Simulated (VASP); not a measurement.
# MgZn2TeSe2 (P4/mmm) in VASP: a series of runs, part 2 of 2

VASP 6.6.1. Earlier steps stand in the parts before.

## 4. Relaxation of cell and atoms, PBE

INCAR

```
ALGO = Normal ; EDIFF = 1E-6
EDIFFG = -0.04 ; ENCUT = 600
GGA = PE ; IBRION = 2
ISIF = 3 ; ISMEAR = 0
LASPH = True ; LCHARG = False
LREAL = False ; LWAVE = False
NELM = 60 ; NSW = 90
PREC = Accurate ; SIGMA = 0.1
```

KPOINTS

```
k-points
0
Gamma
  4 4 4
```

POSCAR

```
MgZn2TeSe2
1.0
    4.5608974400      0.0000000000      0.0000000000
    0.0000000000      4.5608974400      0.0000000000
    0.0000000000      0.0000000000      6.0462812800
Mg Zn Te Se
1 2 1 2
Direct
    0.0000000000      0.0000000000      0.5000000000
    0.0000000000      0.5000000000      0.0000000000
    0.5000000000      0.0000000000      0.0000000000
    0.0000000000      0.0000000000      0.0000000000
    0.5000000000      0.5000000000      0.2710129900
    0.5000000000      0.5000000000      0.7289870100
```

Potentials or basis: VASP PAW PBE potentials, release 64 (Mg, Zn, Te, Se).

Run with:

```bash
$ cat potpaw_PBE.64/Mg/POTCAR potpaw_PBE.64/Zn/POTCAR potpaw_PBE.64/Te/POTCAR potpaw_PBE.64/Se/POTCAR > POTCAR
$ mpirun -np 1 vasp_std > vasp.out
```

OUTCAR:

```text
EDIFF = 1E-6
   EDIFFG = -0.04
   ENCUT = 600
   GGA = PE
   IBRION = 2
   ISIF = 3
   ISMEAR = 0
   LASPH = True
   LREAL = False
   NELM = 60
   NSW = 90
   PREC = Accurate

 ion  position               nearest neighbor table
   1  0.000  0.000  0.500-   4 3.02   4 3.02
   2  0.000  0.500  0.000-   4 2.28   4 2.28   6 2.81   5 2.81   5 2.81   6 2.81
   3  0.500  0.000  0.000-   4 2.28   4 2.28   6 2.81   5 2.81   6 2.81   5 2.81
   4  0.000  0.000  0.000-   2 2.28   3 2.28   2 2.28   3 2.28   1 3.02   1 3.02
   5  0.500  0.500  0.271-   6 2.77   3 2.81   2 2.81   3 2.81   2 2.81
   6  0.500  0.500  0.729-   5 2.77   3 2.81   2 2.81   3 2.81   2 2.81

  LATTYP: Found a simple tetragonal cell.
 ALAT       =     4.5608974400
 C/A-ratio  =     1.3256779745

  Lattice vectors:

 A1 = (   4.5608974400,   0.0000000000,   0.0000000000)
 A2 = (   0.0000000000,   4.5608974400,   0.0000000000)
 A3 = (   0.0000000000,   0.0000000000,   6.0462812800)

Analysis of symmetry for initial positions (statically):
=====================================================================
 Subroutine PRICEL returns:
 Original cell was already a primitive cell.

 Routine SETGRP: Setting up the symmetry group for a
 simple tetragonal supercell.

 Subroutine GETGRP returns: Found 16 space group operations
 (whereof 16 operations were pure point group operations)
 out of a pool of 16 trial point group operations.

The static configuration has the point symmetry D_4h.

Analysis of symmetry for dynamics (positions and initial velocities):
=====================================================================
 Subroutine PRICEL returns:
 Original cell was already a primitive cell.

 Routine SETGRP: Setting up the symmetry group for a
 simple tetragonal supercell.

 Subroutine GETGRP returns: Found 16 space group operations
 (whereof 16 operations were pure point group operations)
 out of a pool of 16 trial point group operations.

The dynamic configuration has the point symmetry D_4h.

 Subroutine INISYM returns: Found 16 space group operations
 (whereof 16 operations are pure point group operations),
 and found     1 'primitive' translations

----------------------------------------------------------------------------------------

                                     Primitive cell

  volume of cell :     125.7734

  direct lattice vectors                    reciprocal lattice vectors
     4.560897440  0.000000000  0.000000000     0.219255095  0.000000000  0.000000000
     0.000000000  4.560897440  0.000000000     0.000000000  0.219255095  0.000000000
     0.000000000  0.000000000  6.046281280     0.000000000  0.000000000  0.165390916

  length of vectors
     4.560897440  4.560897440  6.046281280     0.219255095  0.219255095  0.165390916

  position of ions in fractional coordinates (direct lattice)
     0.000000000  0.000000000  0.500000000
     0.000000000  0.500000000  0.000000000
     0.500000000  0.000000000  0.000000000
     0.000000000  0.000000000  0.000000000
     0.500000000  0.500000000  0.271012990
     0.500000000  0.500000000  0.728987010

  ion indices of the primitive-cell ions
   primitive index   ion index
                 1           1
                 2           2
                 3           3
                 4           4
                 5           5
                 6           6
[... 30 lines left out ...]
  0.250000  0.000000  0.000000      4.000000
  0.500000  0.000000  0.000000      2.000000
  0.250000  0.250000  0.000000      4.000000
  0.500000  0.250000  0.000000      4.000000
  0.500000  0.500000  0.000000      1.000000
[... 10 lines left out ...]
  0.500000  0.250000  0.500000      4.000000
  0.500000  0.500000  0.500000      1.000000
   k-points           NKPTS =     18   k-points in BZ     NKDIM =     18   number of bands    NBANDS=     26
   number of dos      NEDOS =    301   number of ions     NIONS =      6
   total plane-waves  NPLWV =  62208
   dimension x,y,z NGX =    36 NGY =   36 NGZ =   48
   dimension x,y,z NGXF=    72 NGYF=   72 NGZF=   96
   ions per type =               1   2   1   2
   NGX,Y,Z   is equivalent  to a cutoff of  13.12, 13.12, 13.20 a.u.
   NGXF,Y,Z  is equivalent  to a cutoff of  26.24, 26.24, 26.40 a.u.
 SYSTEM =  unknown system
   PREC   = accura    normal or accurate (medium, high low for compatibility)
   ISTART =      0    job   : 0-new  1-cont  2-samecut
   ICHARG =      2    charge: 1-file 2-atom 10-const
   ISPIN  =      1    spin polarized calculation?
   LNONCOLLINEAR =      F non collinear calculations
   LSORBIT =      F    spin-orbit coupling
   LASPH  =      T    aspherical Exc in radial PAW
   ENCUT  =  600.0 eV  44.10 Ry    6.64 a.u.   9.11  9.11 12.08*2*pi/ulx,y,z
   NELM   =     60;   NELMIN=  2; NELMDL= -5     # of ELM steps
   EDIFF  = 0.1E-05   stopping-criterion for ELM
   LREAL  =      F    real-space projection
   EDIFFG = -.4E-01   stopping-criterion for IOM
   NSW    =     90    number of steps for IOM
   IBRION =      2    ionic relax: 0-MD 1-quasi-New 2-CG
   NFREE  =      1    steps in history (QN), initial steepest desc. (CG)
   ISIF   =      3    stress and relaxation
   ISYM   =      2    0-nonsym 1-usesym 2-fastsym
   POTIM  = 0.5000    time-step for ionic-motion
   TEBEG  =    0.0;   TEEND  =   0.0 temperature during run
   PSTRESS=    0.0 pullay stress
   NELECT =      44.0000    total number of electrons
   NUPDOWN=      -1.0000    fix difference up-down
   EMIN   =  10.00;   EMAX   =-10.00  energy-range for DOS
   EFERMI =   0.00;   METHOD = LEGACY
   ISMEAR =     0;   SIGMA  =   0.10  broadening in eV -4-tet -1-fermi 0-gaus
   EFERMI_NEDOS =   21; number of points for ismear=-14 and -15
   IALGO  =     38    algorithm
   IMIX   =      4    mixing-type and parameters
     AMIX     =   0.40;   BMIX     =  1.00
     AMIX_MAG =   1.60;   BMIX_MAG =  1.00
  volume/ion in A,a.u.               =      20.96       141.46
  Fermi-wavevector in a.u.,A,eV,Ry     =   1.153531  2.179858 18.104383  1.330635
  Thomas-Fermi vector in A             =   2.290175
   LORBIT       =      0    0 simple, 1 ext, 2 COOP (PROOUT), +10 PAW based schemes
   GGA     = PE    functional components
   LHFCALC =     F    Hartree Fock is set to
   AEXX    =    0.0000 exact exchange contribution
   IVDW    =     0    specifies the selected vdW correction
   LEPSILON=     F    determine dielectric tensor
   LRPA    =     F    only Hartree local field effects (RPA)
 conjugate gradient relaxation of ions
 non-spin polarized calculation
 Gauss-broadening in eV      SIGMA  =   0.10
  energy-cutoff  :      600.00
  volume of cell :      125.77
 maximum number of plane-waves:      4212
   NGX = 19   NGY = 19   NGZ = 25

--------------------------------------- Ionic step        1  -------------------------------------------

 number of electron      44.0000032 magnetization

 Free energy of the ion-electron system (eV)
  ---------------------------------------------------
  ext. energy  EPLUGINS =         0.00000000
  ---------------------------------------------------
  free energy    TOTEN  =       -11.19077087 eV

  energy without entropy =      -11.17603805  energy(sigma->0) =      -11.18340446

------------------------ aborting loop because EDIFF is reached ----------------------------------------

  FORCE on cell =-STRESS in cart. coord.  units (eV):
  Direction    XX          YY          ZZ          XY          YZ          ZX
  --------------------------------------------------------------------------------------
  -------------------------------------------------------------------------------------
  Total       21.0179747     21.0179747      3.6569857      0.0000000     -0.0000000      0.0000000
  in kB      267.7395242    267.7395242     46.5848691      0.0000000     -0.0000000      0.0000000
  external PRESSURE =     194.0213058 kB  Pullay stress =       0.0000000 kB
[... 101 lines left out ...]
  FREE ENERGIE OF THE ION-ELECTRON SYSTEM (eV)
  ---------------------------------------------------
  free  energy   TOTEN  =       -13.5371619728 eV

  energy  without entropy=      -13.5224735804  energy(sigma->0) =      -13.52981778

[... ionic steps 4 to 10 ...]

--------------------------------------- Ionic step       11  -------------------------------------------

 number of electron      44.0000002 magnetization

------------------------ aborting loop because EDIFF is reached ----------------------------------------
[... 75 lines left out ...]
--------------------------------------- Ionic step       13  -------------------------------------------

 number of electron      44.0000006 magnetization

 Free energy of the ion-electron system (eV)
  ---------------------------------------------------
  ext. energy  EPLUGINS =         0.00000000
  ---------------------------------------------------
  free energy    TOTEN  =       -13.99412017 eV

  energy without entropy =      -13.98300679  energy(sigma->0) =      -13.98856348

 E-fermi :   3.3166     XC(G=0):  -8.9628

 val. band max:        3.3137030727   @ k =   0.2500   0.2500   0.2500
 cond. band min:       3.3949542773   @ k =   0.5000   0.0000   0.5000
 fundamental gap:      0.0812512046
 Fermi energy:         3.3166274916

 k-point     1 :       0.0000    0.0000    0.0000
  band No.  band energies     occupation
      1     -10.6349      2.00000
      2      -9.2345      2.00000
      3      -7.9966      2.00000
      4      -4.0103      2.00000
      5      -3.9917      2.00000
      6      -3.9751      2.00000
[... 544 lines left out ...]
  FREE ENERGIE OF THE ION-ELECTRON SYSTEM (eV)
  ---------------------------------------------------
  free  energy   TOTEN  =       -13.9941201676 eV

  energy  without entropy=      -13.9830067928  energy(sigma->0) =      -13.98856348

 reached required accuracy - stopping structural energy minimisation
```

OSZICAR:

```text
N       E                     dE             d eps       ncg     rms          rms(c)
DAV:   1     0.304131030223E+03    0.30413E+03   -0.21290E+04   936   0.196E+03
DAV:   2     0.208699996872E+02   -0.28326E+03   -0.27781E+03   970   0.391E+02
DAV:   3    -0.112931125169E+02   -0.32163E+02   -0.31376E+02  1154   0.121E+02
DAV:   4    -0.124112233112E+02   -0.11181E+01   -0.11054E+01  1070   0.193E+01
[... 126 lines left out ...]
DAV:   2    -0.139942249144E+02    0.42169E-03   -0.52627E-03  1124   0.107E+00    0.779E-02
DAV:   3    -0.139941472276E+02    0.77687E-04   -0.21739E-04  1022   0.102E-01    0.386E-02
DAV:   4    -0.139941214669E+02    0.25761E-04   -0.48180E-05  1060   0.374E-02    0.102E-02
DAV:   5    -0.139941202472E+02    0.12197E-05   -0.52371E-06  1018   0.203E-02    0.858E-03
DAV:   6    -0.139941201676E+02    0.79605E-07   -0.13445E-06   556   0.125E-02
  13 F= -.13994120E+02 E0= -.13988563E+02  d E =-.104722E-02
```

CONTCAR:

```text
MgZn2TeSe2
   1.00000000000000
     5.2805725289833365    0.0000000000000000    0.0000000000000000
     0.0000000000000000    5.2805725289833365   -0.0000000000000000
     0.0000000000000000   -0.0000000000000000    5.5959398202179536
  Mg              Zn              Te              Se
     1     2     1     2
Direct
     0.0000000000000000    0.0000000000000000    0.5000000000000000
     0.0000000000000000    0.5000000000000000    0.0000000000000000
     0.5000000000000000    0.0000000000000000    0.0000000000000000
     0.0000000000000000    0.0000000000000000    0.0000000000000000
     0.5000000000000000    0.5000000000000000    0.2488505970203447
     0.5000000000000000    0.5000000000000000    0.7511494029796552

  0.00000000E+00  0.00000000E+00  0.00000000E+00
  0.00000000E+00  0.00000000E+00  0.00000000E+00
  0.00000000E+00  0.00000000E+00  0.00000000E+00
  0.00000000E+00  0.00000000E+00  0.00000000E+00
  0.00000000E+00  0.00000000E+00  0.00000000E+00
  0.00000000E+00  0.00000000E+00  0.00000000E+00
```

Wall time 7.6 min (1 thread of Intel Xeon Platinum 8488C (Sapphire Rapids), shared host); peak memory 0.3 GiB.

Results:

| Quantity | Value |
| --- | --- |
| Free energy | -13.9941 eV |
| Relaxed volume | 26.01 Å³/atom |
| Relaxed cell | a = 5.281 Å, b = 5.281 Å, c = 5.596 Å, α = 90.00°, β = 90.00°, γ = 90.00° |
| Space group after relaxing (to 0.1 Å) | P4/mmm (No. 123) |
| Energy gained by relaxing | 467.2 meV/atom |
| Ionic steps | 13 |
| Pressure after relaxing | 0.1 GPa |
| Largest force after relaxing | 0.007 eV/Å |
| Band gap on the k mesh | zero (bands 22 and 23 overlap by 2.12 eV) |

Forces in eV/Å, atoms in the order of the input:
```
Mg   0.000  0.000  0.000
Zn   0.000  0.000  0.000
Zn   0.000  0.000  0.000
Te   0.000  0.000  0.000
Se   0.000  0.000 -0.007
Se   0.000  0.000  0.007
```

The path:
| step | energy change (eV) | largest force (eV/Å) | pressure (GPa) | volume (Å³) |
| --- | --- | --- | --- | --- |
| 1 | 0.0000 | 0.4239 | 19.40 | 125.77 |
| 2 | -2.2269 | 0.2765 | -3.88 | 176.93 |
| 3 | -2.3464 | 0.2792 | -1.35 | 163.53 |
| 4 | -2.3469 | 0.2817 | -1.68 | 164.86 |
| 5 | -2.5996 | 0.5381 | -1.09 | 160.88 |
| 6 | -2.7006 | 0.8920 | -0.12 | 157.02 |
| 7 | -2.7014 | 0.9429 | 0.06 | 156.48 |
| 8 | -2.7711 | 0.4716 | 0.23 | 155.48 |
| 9 | -2.7807 | 0.2079 | 0.45 | 154.95 |
| 10 | -2.8016 | 0.0664 | -0.17 | 156.82 |
| 11 | -2.8023 | 0.0835 | -0.08 | 156.53 |
| 12 | -2.8032 | 0.0416 | 0.01 | 156.25 |
| 13 | -2.8033 | 0.0070 | 0.09 | 156.04 |

Final structure:
```yaml
crystal:
  lattice:
    - [5.28057, 0.00000, 0.00000]
    - [0.00000, 5.28057, 0.00000]
    - [0.00000, 0.00000, 5.59594]
  atoms:
    - { symbol: Mg, position: [0.00000, 0.00000, 0.50000] }
    - { symbol: Zn, position: [0.00000, 0.50000, 0.00000] }
    - { symbol: Zn, position: [0.50000, 0.00000, 0.00000] }
    - { symbol: Te, position: [0.00000, 0.00000, 0.00000] }
    - { symbol: Se, position: [0.50000, 0.50000, 0.24885] }
    - { symbol: Se, position: [0.50000, 0.50000, 0.75115] }
```

Caveat: the volume moved by over 15 % at a fixed basis, so the end points are rough; spin-orbit coupling is left out, which moves the levels of the heavy elements.

## 5. Single point, PBE

This run uses another cell than the first one, of 26.05 Å³/atom.

INCAR

```
ALGO     = Normal         # electronic algorithm
EDIFF    = 1E-6           # SCF threshold, eV
ENCUT    = 520            # plane-wave cutoff, eV
GGA      = PE             # functional
ISIF     = 2              # what is computed and relaxed
ISMEAR   = 0              # smearing method
LASPH    = T              # aspherical terms in the spheres
LCHARG   = T              # write CHGCAR
LELF     = T              # ELF
LREAL    = F              # projectors in reciprocal space
LVHAR    = T            
LWAVE    = F              # write WAVECAR
NBANDS   = 31             # bands
NELM     = 100            # most SCF steps
PREC     = Accurate       # precision mode
SIGMA    = 0.1            # smearing width, eV
```

KPOINTS

```
k-points
0
Gamma
  8 8 8
```

POSCAR

```
MgZn2TeSe2
1.0
    5.2146712537      0.0000000000      0.0000000000
    0.0000000000      5.2146712537      0.0000000000
    0.0000000000      0.0000000000      5.7484797362
Mg Zn Te Se
1 2 1 2
Direct
    0.0000000000      0.0000000000      0.5000000000
    0.0000000000      0.5000000000      0.0000000000
    0.5000000000      0.0000000000      0.0000000000
    0.0000000000      0.0000000000      0.0000000000
    0.5000000000      0.5000000000      0.2523054561
    0.5000000000      0.5000000000      0.7476945439
```

Run with:

```bash
$ cat potpaw_PBE.64/Mg/POTCAR potpaw_PBE.64/Zn/POTCAR potpaw_PBE.64/Te/POTCAR potpaw_PBE.64/Se/POTCAR > POTCAR
$ mpirun -np 1 vasp_std > vasp.out
```

Wall time 4.3 min (1 thread of Intel Xeon Platinum 8488C (Sapphire Rapids), shared host); peak memory 0.53 GiB.

It converged, with:

- Free energy: -13.9217 eV
- Pressure: 0.1 GPa
- Largest force: 0.005 eV/Å
- Band gap on the k mesh: zero (bands 22 and 23 overlap by 2.29 eV)

Forces in eV/Å, atoms in the order of the input:
```
Mg   0.000  0.000  0.000
Zn   0.000  0.000  0.000
Zn   0.000  0.000  0.000
Te   0.000  0.000  0.000
Se   0.000  0.000  0.005
Se   0.000  0.000 -0.005
```

Stress tensor (GPa, compression positive):
```
 0.11  0.00  0.00
 0.00  0.11  0.00
 0.00  0.00 -0.02
```

Levels at points of the mesh, in eV from the Fermi level:
| k point | band 20 | band 21 | band 22 | band 23 | band 24 | band 25 |
| --- | --- | --- | --- | --- | --- | --- |
| (0.00, 0.00, 0.00) | -2.01 | -0.95 | -0.69 | -0.69 | 0.36 | 3.01 |
| (0.50, 0.00, 0.00) | -0.81 | -0.81 | -0.61 | 1.47 | 2.11 | 2.61 |
| (0.50, 0.50, 0.00) | -1.14 | -1.14 | -0.42 | 2.69 | 2.69 | 3.16 |
| (0.00, 0.00, 0.50) | -1.85 | -1.58 | -1.50 | -1.50 | 0.56 | 2.02 |
| (0.50, 0.00, 0.50) | -1.70 | -1.42 | -1.23 | 0.49 | 1.59 | 2.57 |
| (0.50, 0.50, 0.50) | -1.31 | -0.30 | -0.30 | 2.68 | 3.15 | 3.15 |

Caveat: spin-orbit coupling is left out, which moves the levels of the heavy elements.

## 6. Summary

| task | cell | k mesh | cutoff (eV) | gap on the mesh (eV) | pressure (GPa) | largest force (eV/Å) |
| --- | --- | --- | --- | --- | --- | --- |
| single point | a = 4.561, b = 4.561, c = 6.046 Å, 6 atoms, atomic positions A | 4 × 4 × 4 | 520 | none | 19.4 | 0.42 |
| single point | a = 5.283, b = 5.283, c = 5.592 Å, 6 atoms, atomic positions B | 4 × 4 × 4 | 520 | none | 0.1 | 0.01 |
| relaxation of cell and atoms | relaxed from a = 4.561, b = 4.561, c = 6.046 Å, 6 atoms, atomic positions A | 4 × 4 × 4 | 600 | none | 0.1 | 0.01 |
| single point | a = 5.215, b = 5.215, c = 5.748 Å, 6 atoms, atomic positions C | 8 × 8 × 8 | 520 | none | 0.1 | - |

Alike in all rows: level PBE; potentials or basis VASP PAW PBE potentials, release 64 (Mg, Zn, Te, Se); no spin polarisation; smearing gaussian 0.1 eV.

Caveats: spin-orbit coupling is left out, which moves the levels of the heavy elements; the stress differs along the axes, from 5 to 27 GPa (at least some runs); the volume moved by over 15 % at a fixed basis, so the end points are rough (at least some runs).

Total energies depend on the potentials used, so only differences within one code and one set of settings carry meaning.

The gap in the log of VASP goes by the Fermi energy; the results here count the filled bands.